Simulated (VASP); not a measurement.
# PbO2 (P4_2/mnm) in VASP: relaxation of shape and atoms at fixed volume with PBE

Aim: the relaxation of shape and atoms at fixed volume of PbO2 with PBE.

Everything below comes from runs of VASP 6.6.1. Logs are shortened: lines on timing, memory, paths and dates and some standing lists are left out, and cuts for length are marked.

## Step 1: The cell of the first run

It takes space group P4_2/mnm (No. 136, tetragonal). The conventional cell has a = 5.292 Å, b = 5.292 Å, c = 3.492 Å, α = 90.00°, β = 90.00°, γ = 90.00°. Within 3.0 Å of Pb (site symmetry mmm) lie 6 O at 2.25 to 2.32 Å. Within 3.0 Å of O (site symmetry m2m) lie 3 Pb at 2.25 to 2.32 Å and 1 O at 2.85 Å.

## Step 2: Relaxation of shape and atoms at fixed volume, PBE (16.30 Å³/atom)

Input file INCAR:

```
SYSTEM = PbO2
  PREC = Accurate
  ENCUT = 600
  EDIFF = 1E-6
  ISMEAR = 0
  SIGMA = 0.1
  LREAL = .FALSE.
  LASPH = .TRUE.
  NELM = 100
  ALGO = Normal
  ISIF = 4
  LWAVE = .FALSE.
  LCHARG = .FALSE.
  GGA = PE
  IBRION = 2
  NSW = 50
  EDIFFG = -0.01
```

Input file KPOINTS:

```
regular mesh
0
G
  8 8 10
  0 0 0
```

Input file POSCAR:

```
PbO2
1.0
    5.2924377968      0.0000000000      0.0000000000
    0.0000000000      5.2924377968      0.0000000000
    0.0000000000      0.0000000000      3.4919317052
Pb O
2 4
Direct
    0.0000000000      0.0000000000      0.0000000000
    0.5000000000      0.5000000000      0.5000000000
    0.3099331964      0.3099331964      0.0000000000
    0.1900668036      0.8099331964      0.5000000000
    0.6900668036      0.6900668036      0.0000000000
    0.8099331964      0.1900668036      0.5000000000
```

Potentials or basis: VASP PAW PBE potentials, release 64 (Pb_d, O).

Command:

```sh
cat potpaw_PBE.64/Pb_d/POTCAR potpaw_PBE.64/O/POTCAR > POTCAR
mpirun -np 1 vasp_std > vasp.out
```

OUTCAR:

```text
SYSTEM = PbO2
   PREC = Accurate
   ENCUT = 600
   EDIFF = 1E-6
   ISMEAR = 0
   LREAL = .FALSE.
   LASPH = .TRUE.
   NELM = 100
   ISIF = 4
   GGA = PE
   IBRION = 2
   NSW = 50
   EDIFFG = -0.01

 ion  position               nearest neighbor table
   1  0.000  0.000  0.000-   4 2.25   6 2.25   4 2.25   6 2.25   5 2.32   3 2.32   2 4.13   2 4.13
                             2 4.13   2 4.13   2 4.13   2 4.13   2 4.13   2 4.13
   2  0.500  0.500  0.500-   3 2.25   5 2.25   3 2.25   5 2.25   4 2.32   6 2.32   1 4.13   1 4.13
                             1 4.13   1 4.13   1 4.13   1 4.13   1 4.13   1 4.13
   3  0.310  0.310  0.000-   2 2.25   2 2.25   1 2.32
   4  0.190  0.810  0.500-   1 2.25   1 2.25   2 2.32
   5  0.690  0.690  0.000-   2 2.25   2 2.25   1 2.32
   6  0.810  0.190  0.500-   1 2.25   1 2.25   2 2.32

  LATTYP: Found a simple tetragonal cell.
 ALAT       =     5.2924377968
 C/A-ratio  =     0.6597964566

  Lattice vectors:

 A1 = (   5.2924377968,   0.0000000000,   0.0000000000)
 A2 = (   0.0000000000,   5.2924377968,   0.0000000000)
 A3 = (   0.0000000000,   0.0000000000,   3.4919317052)

Analysis of symmetry for initial positions (statically):
=====================================================================
 Subroutine PRICEL returns:
 Original cell was already a primitive cell.

 Routine SETGRP: Setting up the symmetry group for a
 simple tetragonal supercell.

 Subroutine GETGRP returns: Found 16 space group operations
 (whereof  8 operations were pure point group operations)
 out of a pool of 16 trial point group operations.

The static configuration has the point symmetry D_2h.
 The point group associated with its full space group is D_4h.

Analysis of symmetry for dynamics (positions and initial velocities):
=====================================================================
 Subroutine PRICEL returns:
 Original cell was already a primitive cell.

 Routine SETGRP: Setting up the symmetry group for a
 simple tetragonal supercell.

 Subroutine GETGRP returns: Found 16 space group operations
 (whereof  8 operations were pure point group operations)
 out of a pool of 16 trial point group operations.

The dynamic configuration has the point symmetry D_2h.
 The point group associated with its full space group is D_4h.

 Subroutine INISYM returns: Found 16 space group operations
 (whereof  8 operations are pure point group operations),
 and found     1 'primitive' translations

----------------------------------------------------------------------------------------

                                     Primitive cell

  volume of cell :      97.8087

  direct lattice vectors                    reciprocal lattice vectors
     5.292437797  0.000000000  0.000000000     0.188948843  0.000000000  0.000000000
     0.000000000  5.292437797  0.000000000     0.000000000  0.188948843  0.000000000
     0.000000000  0.000000000  3.491931705     0.000000000  0.000000000  0.286374444

  length of vectors
     5.292437797  5.292437797  3.491931705     0.188948843  0.188948843  0.286374444

  position of ions in fractional coordinates (direct lattice)
     0.000000000  0.000000000  0.000000000
     0.500000000  0.500000000  0.500000000
     0.309933196  0.309933196  0.000000000
     0.190066804  0.809933196  0.500000000
     0.690066804  0.690066804  0.000000000
     0.809933196  0.190066804  0.500000000

  ion indices of the primitive-cell ions
   primitive index   ion index
                 1           1
                 2           2
                 3           3
                 4           4
                 5           5
                 6           6

----------------------------------------------------------------------------------------

 KPOINTS: regular mesh

Automatic generation of k-mesh.
 Grid dimensions read from file:
 generate k-points for:    8    8   10

 Generating k-lattice:

  Cartesian coordinates                     Fractional coordinates (reciprocal lattice)
     0.023618605  0.000000000  0.000000000     0.125000000  0.000000000  0.000000000
     0.000000000  0.023618605  0.000000000     0.000000000  0.125000000  0.000000000
     0.000000000  0.000000000  0.028637444     0.000000000  0.000000000  0.100000000

  Length of vectors
     0.023618605  0.023618605  0.028637444

  Shift w.r.t. Gamma in fractional coordinates (k-lattice)
     0.000000000  0.000000000  0.000000000

 Subroutine IBZKPT returns following result:
 ===========================================

 Found     90 irreducible k-points:

 Following reciprocal coordinates:
            Coordinates               Weight
  0.000000  0.000000  0.000000      1.000000
  0.125000  0.000000  0.000000      4.000000
  0.250000  0.000000  0.000000      4.000000
  0.375000  0.000000  0.000000      4.000000
  0.500000  0.000000  0.000000      2.000000
  0.125000  0.125000  0.000000      4.000000
[... 16 lines left out ...]
  0.375000  0.125000  0.100000     16.000000
  0.500000  0.125000  0.100000      8.000000
 [... further k-points ...]
   k-points           NKPTS =     90   k-points in BZ     NKDIM =     90   number of bands    NBANDS=     31
   number of dos      NEDOS =    301   number of ions     NIONS =      6
   total plane-waves  NPLWV =  49392
   dimension x,y,z NGX =    42 NGY =   42 NGZ =   28
   dimension x,y,z NGXF=    84 NGYF=   84 NGZF=   56
   ions per type =               2   4
   NGX,Y,Z   is equivalent  to a cutoff of  13.19, 13.19, 13.33 a.u.
   NGXF,Y,Z  is equivalent  to a cutoff of  26.39, 26.39, 26.66 a.u.
 SYSTEM =  PbO2
   PREC   = accura    normal or accurate (medium, high low for compatibility)
   ISTART =      0    job   : 0-new  1-cont  2-samecut
   ICHARG =      2    charge: 1-file 2-atom 10-const
   ISPIN  =      1    spin polarized calculation?
   LNONCOLLINEAR =      F non collinear calculations
   LSORBIT =      F    spin-orbit coupling
   LASPH  =      T    aspherical Exc in radial PAW
   ENCUT  =  600.0 eV  44.10 Ry    6.64 a.u.  10.57 10.57  6.97*2*pi/ulx,y,z
   NELM   =    100;   NELMIN=  2; NELMDL= -5     # of ELM steps
   EDIFF  = 0.1E-05   stopping-criterion for ELM
   LREAL  =      F    real-space projection
   EDIFFG = -.1E-01   stopping-criterion for IOM
   NSW    =     50    number of steps for IOM
   IBRION =      2    ionic relax: 0-MD 1-quasi-New 2-CG
   NFREE  =      1    steps in history (QN), initial steepest desc. (CG)
   ISIF   =      4    stress and relaxation
   ISYM   =      2    0-nonsym 1-usesym 2-fastsym
   POTIM  = 0.5000    time-step for ionic-motion
   TEBEG  =    0.0;   TEEND  =   0.0 temperature during run
   PSTRESS=    0.0 pullay stress
   NELECT =      52.0000    total number of electrons
   NUPDOWN=      -1.0000    fix difference up-down
   EMIN   =  10.00;   EMAX   =-10.00  energy-range for DOS
   EFERMI =   0.00;   METHOD = LEGACY
   ISMEAR =     0;   SIGMA  =   0.10  broadening in eV -4-tet -1-fermi 0-gaus
   EFERMI_NEDOS =   21; number of points for ismear=-14 and -15
   IALGO  =     38    algorithm
   IMIX   =      4    mixing-type and parameters
     AMIX     =   0.40;   BMIX     =  1.00
     AMIX_MAG =   1.60;   BMIX_MAG =  1.00
  volume/ion in A,a.u.               =      16.30       110.01
  Fermi-wavevector in a.u.,A,eV,Ry     =   1.326224  2.506200 23.930878  1.758870
  Thomas-Fermi vector in A             =   2.455627
   LORBIT       =      0    0 simple, 1 ext, 2 COOP (PROOUT), +10 PAW based schemes
   GGA     = PE    functional components
   LHFCALC =     F    Hartree Fock is set to
   AEXX    =    0.0000 exact exchange contribution
   IVDW    =     0    specifies the selected vdW correction
   LEPSILON=     F    determine dielectric tensor
   LRPA    =     F    only Hartree local field effects (RPA)
 conjugate gradient relaxation of ions
 non-spin polarized calculation
 Gauss-broadening in eV      SIGMA  =   0.10
  energy-cutoff  :      600.00
  volume of cell :       97.81
 maximum number of plane-waves:      3313
   NGX = 21   NGY = 21   NGZ = 13

--------------------------------------- Ionic step        1  -------------------------------------------

 number of electron      52.0000018 magnetization

 Free energy of the ion-electron system (eV)
  ---------------------------------------------------
  ext. energy  EPLUGINS =         0.00000000
  ---------------------------------------------------
  free energy    TOTEN  =       -31.65297642 eV

  energy without entropy =      -31.64820280  energy(sigma->0) =      -31.65058961

------------------------ aborting loop because EDIFF is reached ----------------------------------------

  FORCE on cell =-STRESS in cart. coord.  units (eV):
  Direction    XX          YY          ZZ          XY          YZ          ZX
  --------------------------------------------------------------------------------------
  -------------------------------------------------------------------------------------
  Total       -4.7283689     -4.7283689     -5.4594584     -0.0000000      0.0000000      0.0000000
  in kB      -77.4541463    -77.4541463    -89.4299276     -0.0000000      0.0000000      0.0000000
  external PRESSURE =     -81.4460734 kB  Pullay stress =       0.0000000 kB

 VOLUME and BASIS-vectors are now :
 -----------------------------------------------------------------------------
  energy-cutoff  :      600.00
  volume of cell :       97.81
      direct lattice vectors                 reciprocal lattice vectors
     5.292437797  0.000000000  0.000000000     0.188948843  0.000000000  0.000000000
     0.000000000  5.292437797  0.000000000     0.000000000  0.188948843  0.000000000
     0.000000000  0.000000000  3.491931705     0.000000000  0.000000000  0.286374444
[... 81 lines left out ...]
 POSITION                                       TOTAL-FORCE (eV/Angst)
 -----------------------------------------------------------------------------------
      0.00000      0.00000      0.00000        -0.000000     -0.000000      0.000000
      2.66164      2.66164      1.72580        -0.000000     -0.000000      0.000000
      1.65931      1.65931      0.00000        -0.009275     -0.009275     -0.000000
      1.00233      4.32094      1.72580         0.009275     -0.009275      0.000000
      3.66397      3.66397      0.00000         0.009275      0.009275      0.000000
      4.32094      1.00233      1.72580        -0.009275      0.009275      0.000000
 -----------------------------------------------------------------------------------
    total drift:                                0.000000     -0.000000      0.000000

  FREE ENERGIE OF THE ION-ELECTRON SYSTEM (eV)
  ---------------------------------------------------
  free  energy   TOTEN  =       -31.6594107893 eV

  energy  without entropy=      -31.6551800562  energy(sigma->0) =      -31.65729542

--------------------------------------- Ionic step        4  -------------------------------------------

 number of electron      52.0000008 magnetization

 Free energy of the ion-electron system (eV)
  ---------------------------------------------------
  ext. energy  EPLUGINS =         0.00000000
  ---------------------------------------------------
  free energy    TOTEN  =       -31.65943533 eV

  energy without entropy =      -31.65516767  energy(sigma->0) =      -31.65730150

 E-fermi :   2.7987     XC(G=0):  -9.8585

 val. band max:        2.7922189103   @ k =   0.1250   0.1250   0.0000
 cond. band min:       2.8211520294   @ k =   0.1250   0.0000   0.1000
 fundamental gap:      0.0289331192
 Fermi energy:         2.7987183926

 k-point     1 :       0.0000    0.0000    0.0000
  band No.  band energies     occupation
      1     -14.8238      2.00000
      2     -14.7861      2.00000
      3     -13.4090      2.00000
      4     -13.4090      2.00000
      5     -12.6283      2.00000
      6     -12.6010      2.00000
[... 805 lines left out ...]
     30       9.2031      0.00000
     31      10.9482      0.00000

 [... further k-points ...]

------------------------ aborting loop because EDIFF is reached ----------------------------------------

  FORCE on cell =-STRESS in cart. coord.  units (eV):
  Direction    XX          YY          ZZ          XY          YZ          ZX
  --------------------------------------------------------------------------------------
  -------------------------------------------------------------------------------------
  Total       -4.5396238     -4.5396238     -4.5664691      0.0000000      0.0000000      0.0000000
  in kB      -74.3623620    -74.3623620    -74.8021088      0.0000000      0.0000000      0.0000000
  external PRESSURE =     -74.5089443 kB  Pullay stress =       0.0000000 kB

 VOLUME and BASIS-vectors are now :
 -----------------------------------------------------------------------------
  energy-cutoff  :      600.00
  volume of cell :       97.81
      direct lattice vectors                 reciprocal lattice vectors
     5.321169794  0.000000000  0.000000000     0.187928602  0.000000000  0.000000000
    -0.000000000  5.321169794  0.000000000     0.000000000  0.187928602  0.000000000
     0.000000000  0.000000000  3.454323695     0.000000000  0.000000000  0.289492268

 POSITION                                       TOTAL-FORCE (eV/Angst)
 -----------------------------------------------------------------------------------
      0.00000      0.00000      0.00000         0.000000      0.000000      0.000000
      2.66058      2.66058      1.72716         0.000000      0.000000      0.000000
      1.65801      1.65801      0.00000        -0.003287     -0.003287      0.000000
      1.00257      4.31860      1.72716         0.003287     -0.003287      0.000000
      3.66316      3.66316      0.00000         0.003287      0.003287      0.000000
      4.31860      1.00257      1.72716        -0.003287      0.003287      0.000000
 -----------------------------------------------------------------------------------
    total drift:                                0.000000      0.000000     -0.000000

  FREE ENERGIE OF THE ION-ELECTRON SYSTEM (eV)
  ---------------------------------------------------
  free  energy   TOTEN  =       -31.6594353293 eV

  energy  without entropy=      -31.6551676660  energy(sigma->0) =      -31.65730150

 reached required accuracy - stopping structural energy minimisation
```

Wall time 4.9 min (1 thread of Intel Xeon 6975P-C (Granite Rapids), shared host); peak memory 0.41 GiB.

Results:

```yaml
Free_energy: -31.6594 eV
Energy_gained_by_relaxing: 1.1 meV/atom
Ionic_steps: 4
Pressure_after_relaxing: -7.5 GPa
Largest_force_after_relaxing: 0.005 eV/Å
Band_gap_on_the_k_mesh: 0.02 eV (least direct gap 0.07 eV)
```

Forces on the atoms (eV/Å):
```
Pb   0.000  0.000  0.000
Pb   0.000  0.000  0.000
O   -0.003 -0.003  0.000
O    0.003 -0.003  0.000
O    0.003  0.003  0.000
O   -0.003  0.003  0.000
```

The path:
```tsv
step	energy change (eV)	largest force (eV/Å)	pressure (GPa)	volume (Å³)
1	0.0000	0.0933	-8.14	97.81
2	-0.0038	0.0588	-7.89	97.81
3	-0.0064	0.0131	-7.38	97.81
4	-0.0065	0.0046	-7.45	97.81
```

Final structure:
```
Pb O
1.0
     5.32117    0.00000    0.00000
     0.00000    5.32117    0.00000
     0.00000    0.00000    3.45432
Pb O
2 4
Cartesian
  0.0000 0.0000 0.0000
  2.6606 2.6606 1.7272
  1.6580 1.6580 0.0000
  1.0026 4.3186 1.7272
  3.6632 3.6632 0.0000
  4.3186 1.0026 1.7272
```

Caveat: the smearing spreads over this small gap; spin-orbit coupling is left out, which moves the levels of the heavy elements.
